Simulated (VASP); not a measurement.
# Si (I4_1/amd) in VASP: further runs

Si is run at these levels: PBEsol, r2SCAN; tasks: single point.

All numbers are computed with VASP 6.6.1; they aren't measurements. Logs are shortened: lines on timing, memory, paths and dates and some standing lists are left out, and cuts for length are marked.

## Step 1: The cell of the first run

The structure is tetragonal, space group I4_1/amd (No. 141). Conventional cell: a = 3.921 Å, b = 3.921 Å, c = 5.343 Å, α = 90.00°, β = 90.00°, γ = 90.00°. Si (site symmetry -4m2) has 4 Si at 2.37 Å within 3.1 Å.

## Step 2: Single point, PBEsol

The input, INCAR:

```
ALGO = Normal
EDIFF = 1E-6
ENCUT = 520
GGA = PS
ISIF = 2
ISMEAR = 0
LASPH = T
LCHARG = F
LREAL = F
LWAVE = F
NBANDS = 16
NELM = 80
PREC = Accurate
SIGMA = 0.01
```

The input, KPOINTS:

```
k-points
0
Gamma
  8 8 6
```

The input, POSCAR:

```
Si
1.0
    3.9209071017      0.0000000000      0.0000000000
    0.0000000000      3.9209071017      0.0000000000
    0.0000000000      0.0000000000      5.3432200000
Si
4
Direct
    0.0000000000      0.0000000000      0.0000000000
    0.5000000000      0.0000000000      0.2500000000
    0.5000000000      0.5000000000      0.5000000000
    0.0000000000      0.5000000000      0.7500000000
```

Potentials or basis: VASP PAW PBE potentials, release 64 (Si).

Launch:

```bash
cat potpaw_PBE.64/Si/POTCAR > POTCAR
mpirun -np 1 vasp_std > vasp.out
```

OUTCAR:

```text
EDIFF = 1E-6
   ENCUT = 520
   GGA = PS
   ISIF = 2
   ISMEAR = 0
   LASPH = T
   LREAL = F
   NELM = 80
   PREC = Accurate

 ion  position               nearest neighbor table
   1  0.000  0.000  0.000-   2 2.37   4 2.37   4 2.37   2 2.37
   2  0.500  0.000  0.250-   1 2.37   3 2.37   3 2.37   1 2.37
   3  0.500  0.500  0.500-   2 2.37   4 2.37   2 2.37   4 2.37
   4  0.000  0.500  0.750-   1 2.37   3 2.37   1 2.37   3 2.37

  LATTYP: Found a simple tetragonal cell.
 ALAT       =     3.9209071017
 C/A-ratio  =     1.3627509812

  Lattice vectors:

 A1 = (   3.9209071017,   0.0000000000,   0.0000000000)
 A2 = (   0.0000000000,   3.9209071017,   0.0000000000)
 A3 = (   0.0000000000,   0.0000000000,   5.3432200000)

Analysis of symmetry for initial positions (statically):
=====================================================================
 Subroutine PRICEL returns following result:

  LATTYP: Found a body centered tetragonal cell.
 ALAT       =     3.9209071017
 C/A-ratio  =     1.3627509812

  Lattice vectors:

 A1 = (  -1.9604535508,  -1.9604535508,  -2.6716100000)
 A2 = (   1.9604535508,   1.9604535508,  -2.6716100000)
 A3 = (   1.9604535508,  -1.9604535509,   2.6716100000)

   2 primitive cells build up your supercell.

 Routine SETGRP: Setting up the symmetry group for a
 simple tetragonal supercell.

 Subroutine GETGRP returns: Found 16 space group operations
 (whereof  8 operations were pure point group operations)
 out of a pool of 16 trial point group operations.

The static configuration has the point symmetry D_2d.
 The point group associated with its full space group is D_4h.

Analysis of symmetry for dynamics (positions and initial velocities):
=====================================================================
 Subroutine PRICEL returns following result:

  LATTYP: Found a body centered tetragonal cell.
 ALAT       =     3.9209071017
 C/A-ratio  =     1.3627509812

  Lattice vectors:

 A1 = (  -1.9604535508,  -1.9604535508,  -2.6716100000)
 A2 = (   1.9604535508,   1.9604535508,  -2.6716100000)
 A3 = (   1.9604535508,  -1.9604535509,   2.6716100000)
[... 105 lines left out ...]
   ISPIN  =      1    spin polarized calculation?
   LNONCOLLINEAR =      F non collinear calculations
   LSORBIT =      F    spin-orbit coupling
   LASPH  =      T    aspherical Exc in radial PAW
   ENCUT  =  520.0 eV  38.22 Ry    6.18 a.u.   7.29  7.29  9.93*2*pi/ulx,y,z
   NELM   =     80;   NELMIN=  2; NELMDL= -5     # of ELM steps
   EDIFF  = 0.1E-05   stopping-criterion for ELM
   LREAL  =      F    real-space projection
   EDIFFG = 0.1E-04   stopping-criterion for IOM
   NSW    =      0    number of steps for IOM
   IBRION =     -1    ionic relax: 0-MD 1-quasi-New 2-CG
   NFREE  =      0    steps in history (QN), initial steepest desc. (CG)
   ISIF   =      2    stress and relaxation
   ISYM   =      2    0-nonsym 1-usesym 2-fastsym
   POTIM  = 0.5000    time-step for ionic-motion
   TEBEG  =    0.0;   TEEND  =   0.0 temperature during run
   PSTRESS=    0.0 pullay stress
   NELECT =      16.0000    total number of electrons
   NUPDOWN=      -1.0000    fix difference up-down
   EMIN   =  10.00;   EMAX   =-10.00  energy-range for DOS
   EFERMI =   0.00;   METHOD = LEGACY
   ISMEAR =     0;   SIGMA  =   0.01  broadening in eV -4-tet -1-fermi 0-gaus
   EFERMI_NEDOS =   21; number of points for ismear=-14 and -15
   IALGO  =     38    algorithm
   IMIX   =      4    mixing-type and parameters
     AMIX     =   0.40;   BMIX     =  1.00
     AMIX_MAG =   1.60;   BMIX_MAG =  1.00
  volume/ion in A,a.u.               =      20.54       138.58
  Fermi-wavevector in a.u.,A,eV,Ry     =   0.948978  1.793308 12.252850  0.900559
  Thomas-Fermi vector in A             =   2.077217
   LORBIT       =      0    0 simple, 1 ext, 2 COOP (PROOUT), +10 PAW based schemes
   GGA     = PS    functional components
   LHFCALC =     F    Hartree Fock is set to
   AEXX    =    0.0000 exact exchange contribution
   IVDW    =     0    specifies the selected vdW correction
   LEPSILON=     F    determine dielectric tensor
   LRPA    =     F    only Hartree local field effects (RPA)
 non-spin polarized calculation
 Gauss-broadening in eV      SIGMA  =   0.01
  energy-cutoff  :      520.00
  volume of cell :       82.14
 maximum number of plane-waves:      2236
 NGX is ok and might be reduce to    30
   NGX = 15   NGY = 15   NGZ = 19

 number of electron      15.9999999 magnetization

 Free energy of the ion-electron system (eV)
  ---------------------------------------------------
  ext. energy  EPLUGINS =         0.00000000
  ---------------------------------------------------
  free energy    TOTEN  =       -22.95172398 eV

  energy without entropy =      -22.95172398  energy(sigma->0) =      -22.95172398

 E-fermi :   5.7718     XC(G=0):  -9.4578

 val. band max:        5.7025546803   @ k =   0.0000   0.0000   0.0000
 cond. band min:       5.8221323330   @ k =   0.0000   0.0000   0.1667
 fundamental gap:      0.1195776527
 Fermi energy:         5.7718017825

 k-point     1 :       0.0000    0.0000    0.0000
  band No.  band energies     occupation
      1      -6.2792      2.00000
      2      -2.0679      2.00000
      3      -2.0679      2.00000
      4       2.5493      2.00000
      5       2.5493      2.00000
      6       5.4565      2.00000
[... 433 lines left out ...]
      3      -0.3803      2.00000
      4      -0.3803      2.00000
      5       2.5251      2.00000
      6       2.5251      2.00000
[... 8 lines left out ...]
     15      11.2051      0.00000
     16      11.2051      0.00000

 [... further k-points ...]

------------------------ aborting loop because EDIFF is reached ----------------------------------------

  FORCE on cell =-STRESS in cart. coord.  units (eV):
  Direction    XX          YY          ZZ          XY          YZ          ZX
  --------------------------------------------------------------------------------------
  -------------------------------------------------------------------------------------
  Total       -1.6050123     -1.6050123      0.0451032      0.0000000     -0.0000000      0.0000000
  in kB      -31.3049332    -31.3049332      0.8797139      0.0000000     -0.0000000      0.0000000
  external PRESSURE =     -20.5767175 kB  Pullay stress =       0.0000000 kB

 VOLUME and BASIS-vectors are now :
 -----------------------------------------------------------------------------
  energy-cutoff  :      520.00
  volume of cell :       82.14
      direct lattice vectors                 reciprocal lattice vectors
     3.920907102  0.000000000  0.000000000     0.255043023  0.000000000  0.000000000
     0.000000000  3.920907102  0.000000000     0.000000000  0.255043023  0.000000000
     0.000000000  0.000000000  5.343220000     0.000000000  0.000000000  0.187153065

 POSITION                                       TOTAL-FORCE (eV/Angst)
 -----------------------------------------------------------------------------------
      0.00000      0.00000      0.00000         0.000000     -0.000000     -0.000000
      1.96045      0.00000      1.33580         0.000000      0.000000      0.000000
      1.96045      1.96045      2.67161        -0.000000     -0.000000     -0.000000
      0.00000      1.96045      4.00741         0.000000      0.000000      0.000000
 -----------------------------------------------------------------------------------
    total drift:                               -0.000000     -0.000000     -0.000000

  FREE ENERGIE OF THE ION-ELECTRON SYSTEM (eV)
  ---------------------------------------------------
  free  energy   TOTEN  =       -22.9517239805 eV

  energy  without entropy=      -22.9517239805  energy(sigma->0) =      -22.95172398
```

OSZICAR:

```text
N       E                     dE             d eps       ncg     rms          rms(c)
DAV:   1     0.208049841507E+02    0.20805E+02   -0.58051E+03  1920   0.798E+02
DAV:   2    -0.216283596818E+02   -0.42433E+02   -0.38439E+02  2632   0.116E+02
DAV:   3    -0.233483172343E+02   -0.17200E+01   -0.17072E+01  2552   0.216E+01
DAV:   4    -0.233675117569E+02   -0.19195E-01   -0.19190E-01  2464   0.297E+00
DAV:   5    -0.233678382139E+02   -0.32646E-03   -0.32644E-03  2560   0.364E-01    0.679E+00
DAV:   6    -0.230824351963E+02    0.28540E+00   -0.10484E-01  2280   0.150E+00    0.407E+00
DAV:   7    -0.229502596736E+02    0.13218E+00   -0.20845E-01  2280   0.218E+00    0.226E-01
DAV:   8    -0.229515348268E+02   -0.12752E-02   -0.15109E-02  2320   0.620E-01    0.981E-02
DAV:   9    -0.229516754640E+02   -0.14064E-03   -0.40281E-04  2544   0.115E-01    0.767E-02
DAV:  10    -0.229517245461E+02   -0.49082E-04   -0.86974E-05  2264   0.466E-02    0.282E-02
DAV:  11    -0.229517239805E+02    0.56558E-06   -0.15497E-06  2224   0.734E-03
   1 F= -.22951724E+02 E0= -.22951724E+02  d E =-.292908E-15
```

Wall time 41 s (1 thread of Intel Xeon Platinum 8259CL at 2.50GHz (Skylake/Cascade Lake), shared host); peak memory 0.2 GiB.

Results:

| Quantity | Value |
| --- | --- |
| Free energy | -22.9517 eV |
| Pressure | -2.1 GPa |
| Band gap on the k mesh | 0.12 eV |

Caveat: the PAW data sets were made with another functional, which shifts forces and pressure a little.

## Step 3: Single point, r2SCAN

POSCAR is that of step 2.

The input, INCAR.step1:

```
ALGO = Normal
EDIFF = 1E-4
ENCUT = 520
GGA = PE
ISMEAR = 0
LASPH = True
LCHARG = False
LREAL = False
LWAVE = True
NBANDS = 16
NELM = 80
PREC = Accurate
SIGMA = 0.01
```

The input, INCAR.step2:

```
ALGO = Normal
EDIFF = 1E-6
ENCUT = 520
ISIF = 2
ISMEAR = 0
ISTART = 1
LASPH = True
LCHARG = False
LMIXTAU = True
LREAL = False
LWAVE = False
METAGGA = R2SCAN
NBANDS = 16
NELM = 80
PREC = Accurate
SIGMA = 0.01
```

KPOINTS is that of step 2.

Potentials or basis: VASP PAW PBE potentials, release 64 (Si).

Launch:

```bash
cat potpaw_PBE.64/Si/POTCAR > POTCAR
cp INCAR.step1 INCAR
mpirun -np 1 vasp_std > vasp.out
cp INCAR.step2 INCAR
mpirun -np 1 vasp_std > vasp.out
```

OUTCAR:

```text
EDIFF = 1E-6
   ENCUT = 520
   ISIF = 2
   ISMEAR = 0
   ISTART = 1
   LASPH = True
   LREAL = False
   METAGGA = R2SCAN
   NELM = 80
   PREC = Accurate

 ion  position               nearest neighbor table
   1  0.000  0.000  0.000-   2 2.37   4 2.37   4 2.37   2 2.37
   2  0.500  0.000  0.250-   1 2.37   3 2.37   3 2.37   1 2.37
   3  0.500  0.500  0.500-   2 2.37   4 2.37   2 2.37   4 2.37
   4  0.000  0.500  0.750-   1 2.37   3 2.37   1 2.37   3 2.37

  LATTYP: Found a simple tetragonal cell.
 ALAT       =     3.9209071017
 C/A-ratio  =     1.3627509812

  Lattice vectors:

 A1 = (   3.9209071017,   0.0000000000,   0.0000000000)
 A2 = (   0.0000000000,   3.9209071017,   0.0000000000)
 A3 = (   0.0000000000,   0.0000000000,   5.3432200000)

Analysis of symmetry for initial positions (statically):
=====================================================================
 Subroutine PRICEL returns following result:

  LATTYP: Found a body centered tetragonal cell.
 ALAT       =     3.9209071017
 C/A-ratio  =     1.3627509812

  Lattice vectors:

 A1 = (  -1.9604535508,  -1.9604535508,  -2.6716100000)
 A2 = (   1.9604535508,   1.9604535508,  -2.6716100000)
 A3 = (   1.9604535508,  -1.9604535509,   2.6716100000)

   2 primitive cells build up your supercell.

 Routine SETGRP: Setting up the symmetry group for a
 simple tetragonal supercell.

 Subroutine GETGRP returns: Found 16 space group operations
 (whereof  8 operations were pure point group operations)
 out of a pool of 16 trial point group operations.

The static configuration has the point symmetry D_2d.
 The point group associated with its full space group is D_4h.

Analysis of symmetry for dynamics (positions and initial velocities):
=====================================================================
 Subroutine PRICEL returns following result:

  LATTYP: Found a body centered tetragonal cell.
 ALAT       =     3.9209071017
 C/A-ratio  =     1.3627509812

  Lattice vectors:

 A1 = (  -1.9604535508,  -1.9604535508,  -2.6716100000)
 A2 = (   1.9604535508,   1.9604535508,  -2.6716100000)
 A3 = (   1.9604535508,  -1.9604535509,   2.6716100000)

   2 primitive cells build up your supercell.

 Routine SETGRP: Setting up the symmetry group for a
 simple tetragonal supercell.

 Subroutine GETGRP returns: Found 16 space group operations
 (whereof  8 operations were pure point group operations)
 out of a pool of 16 trial point group operations.

The dynamic configuration has the point symmetry D_2d.
 The point group associated with its full space group is D_4h.

 Subroutine INISYM returns: Found 16 space group operations
 (whereof  8 operations are pure point group operations),
 and found     2 'primitive' translations

----------------------------------------------------------------------------------------

                                     Primitive cell

  volume of cell :      41.0720

  direct lattice vectors                    reciprocal lattice vectors
    -1.960453551 -1.960453551 -2.671610000    -0.000000000 -0.255043023 -0.187153065
[... 38 lines left out ...]

 Found     60 irreducible k-points:

 Following reciprocal coordinates:
            Coordinates               Weight
  0.000000  0.000000  0.000000      1.000000
  0.125000  0.000000  0.000000      4.000000
  0.250000  0.000000  0.000000      4.000000
  0.375000  0.000000  0.000000      4.000000
  0.500000  0.000000  0.000000      2.000000
  0.125000  0.125000  0.000000      4.000000
[... 16 lines left out ...]
  0.375000  0.125000  0.166667     16.000000
  0.500000  0.125000  0.166667      8.000000
 [... further k-points ...]
   k-points           NKPTS =     60   k-points in BZ     NKDIM =     60   number of bands    NBANDS=     16
   number of dos      NEDOS =    301   number of ions     NIONS =      4
   total plane-waves  NPLWV =  36000
   dimension x,y,z NGX =    30 NGY =   30 NGZ =   40
   dimension x,y,z NGXF=    60 NGYF=   60 NGZF=   80
   ions per type =               4
   NGX,Y,Z   is equivalent  to a cutoff of  12.72, 12.72, 12.45 a.u.
   NGXF,Y,Z  is equivalent  to a cutoff of  25.44, 25.44, 24.89 a.u.
 SYSTEM =  unknown system
   PREC   = accura    normal or accurate (medium, high low for compatibility)
   ISTART =      1    job   : 0-new  1-cont  2-samecut
   ICHARG =      0    charge: 1-file 2-atom 10-const
   ISPIN  =      1    spin polarized calculation?
   LNONCOLLINEAR =      F non collinear calculations
   LSORBIT =      F    spin-orbit coupling
   LASPH  =      T    aspherical Exc in radial PAW
   ENCUT  =  520.0 eV  38.22 Ry    6.18 a.u.   7.29  7.29  9.93*2*pi/ulx,y,z
   NELM   =     80;   NELMIN=  2; NELMDL=  0     # of ELM steps
   EDIFF  = 0.1E-05   stopping-criterion for ELM
   LREAL  =      F    real-space projection
   EDIFFG = 0.1E-04   stopping-criterion for IOM
   NSW    =      0    number of steps for IOM
   IBRION =     -1    ionic relax: 0-MD 1-quasi-New 2-CG
   NFREE  =      0    steps in history (QN), initial steepest desc. (CG)
   ISIF   =      2    stress and relaxation
   ISYM   =      2    0-nonsym 1-usesym 2-fastsym
   POTIM  = 0.5000    time-step for ionic-motion
   TEBEG  =    0.0;   TEEND  =   0.0 temperature during run
   PSTRESS=    0.0 pullay stress
   NELECT =      16.0000    total number of electrons
   NUPDOWN=      -1.0000    fix difference up-down
   EMIN   =  10.00;   EMAX   =-10.00  energy-range for DOS
   EFERMI =   0.00;   METHOD = LEGACY
   ISMEAR =     0;   SIGMA  =   0.01  broadening in eV -4-tet -1-fermi 0-gaus
   EFERMI_NEDOS =   21; number of points for ismear=-14 and -15
   IALGO  =     38    algorithm
   IMIX   =      4    mixing-type and parameters
     AMIX     =   0.40;   BMIX     =  1.00
     AMIX_MAG =   1.60;   BMIX_MAG =  1.00
  volume/ion in A,a.u.               =      20.54       138.58
  Fermi-wavevector in a.u.,A,eV,Ry     =   0.948978  1.793308 12.252850  0.900559
  Thomas-Fermi vector in A             =   2.077217
   LORBIT       =      0    0 simple, 1 ext, 2 COOP (PROOUT), +10 PAW based schemes
   METAGGA = R2SCAN    functional components
   LHFCALC =     F    Hartree Fock is set to
   AEXX    =    0.0000 exact exchange contribution
   IVDW    =     0    specifies the selected vdW correction
   LEPSILON=     F    determine dielectric tensor
   LRPA    =     F    only Hartree local field effects (RPA)
 non-spin polarized calculation
 Gauss-broadening in eV      SIGMA  =   0.01
  energy-cutoff  :      520.00
  volume of cell :       82.14
 maximum number of plane-waves:      2236
 NGX is ok and might be reduce to    30
   NGX = 15   NGY = 15   NGZ = 19

 number of electron      15.9999999 magnetization

 Free energy of the ion-electron system (eV)
  ---------------------------------------------------
  ext. energy  EPLUGINS =         0.00000000
  ---------------------------------------------------
  free energy    TOTEN  =       -35.06521267 eV

  energy without entropy =      -35.06521267  energy(sigma->0) =      -35.06521267

 E-fermi :   5.7067     XC(G=0):  -9.7553

 val. band max:        5.6613706791   @ k =   0.0000   0.0000   0.0000
 cond. band min:       6.0695777377   @ k =   0.0000   0.0000   0.1667
 fundamental gap:      0.4082070587
 Fermi energy:         5.7067118260

 k-point     1 :       0.0000    0.0000    0.0000
  band No.  band energies     occupation
      1      -6.8629      2.00000
      2      -2.4406      2.00000
      3      -2.4406      2.00000
      4       2.3533      2.00000
      5       2.3533      2.00000
      6       5.3969      2.00000
[... 433 lines left out ...]
      3      -0.6530      2.00000
      4      -0.6530      2.00000
      5       2.3898      2.00000
      6       2.3898      2.00000
[... 8 lines left out ...]
     15      11.6172      0.00000
     16      11.6172      0.00000

 [... further k-points ...]

------------------------ aborting loop because EDIFF is reached ----------------------------------------

  FORCE on cell =-STRESS in cart. coord.  units (eV):
  Direction    XX          YY          ZZ          XY          YZ          ZX
  --------------------------------------------------------------------------------------
  -------------------------------------------------------------------------------------
  Total       -1.6244650     -1.6244650      0.2655241      0.0000000     -0.0000000      0.0000000
  in kB      -31.6843484    -31.6843484      5.1789110      0.0000000     -0.0000000      0.0000000
  external PRESSURE =     -19.3965953 kB  Pullay stress =       0.0000000 kB

 VOLUME and BASIS-vectors are now :
 -----------------------------------------------------------------------------
  energy-cutoff  :      520.00
  volume of cell :       82.14
      direct lattice vectors                 reciprocal lattice vectors
     3.920907102  0.000000000  0.000000000     0.255043023  0.000000000  0.000000000
     0.000000000  3.920907102  0.000000000     0.000000000  0.255043023  0.000000000
     0.000000000  0.000000000  5.343220000     0.000000000  0.000000000  0.187153065

 POSITION                                       TOTAL-FORCE (eV/Angst)
 -----------------------------------------------------------------------------------
      0.00000      0.00000      0.00000        -0.000000     -0.000000      0.000000
      1.96045      0.00000      1.33580        -0.000000      0.000000      0.000000
      1.96045      1.96045      2.67161         0.000000     -0.000000      0.000000
      0.00000      1.96045      4.00741         0.000000      0.000000     -0.000000
 -----------------------------------------------------------------------------------
    total drift:                                0.000000     -0.000000     -0.000000

  FREE ENERGIE OF THE ION-ELECTRON SYSTEM (eV)
  ---------------------------------------------------
  free  energy   TOTEN  =       -35.0652126660 eV

  energy  without entropy=      -35.0652126660  energy(sigma->0) =      -35.06521267
```

Run time: 2.7 min. Hardware: 1 thread of Intel Xeon Platinum 8259CL at 2.50GHz (Skylake/Cascade Lake), shared host; peak memory 0.21 GiB.

Results:

```yaml
Free_energy: -35.0652 eV
Pressure: -1.9 GPa
Band_gap_on_the_k_mesh: 0.41 eV
```

Levels at points of the mesh, in eV from the valence-band top:
```
           k point  band 5  band 6  band 7  band 8  band 9  band 10  band 11  band 12
(0.00, 0.00, 0.00)   -3.31   -0.26   -0.26    0.00    0.59     0.59     2.47     2.63
(0.50, 0.00, 0.00)   -3.85   -3.85   -1.75   -1.75    2.30     2.30     4.91     4.91
(0.50, 0.50, 0.00)   -3.02   -3.02   -3.02   -3.02    0.90     0.90     0.90     0.90
(0.00, 0.00, 0.50)   -2.27   -2.27   -2.27   -2.27    0.97     0.97     3.32     3.32
(0.50, 0.00, 0.50)   -1.60   -1.60   -1.25   -1.25    1.56     1.56     3.28     3.28
(0.50, 0.50, 0.50)   -4.10   -4.10   -4.10   -4.10    4.72     4.72     4.72     4.72
```

Caveat: the PAW data sets were made with another functional, which shifts forces and pressure a little.
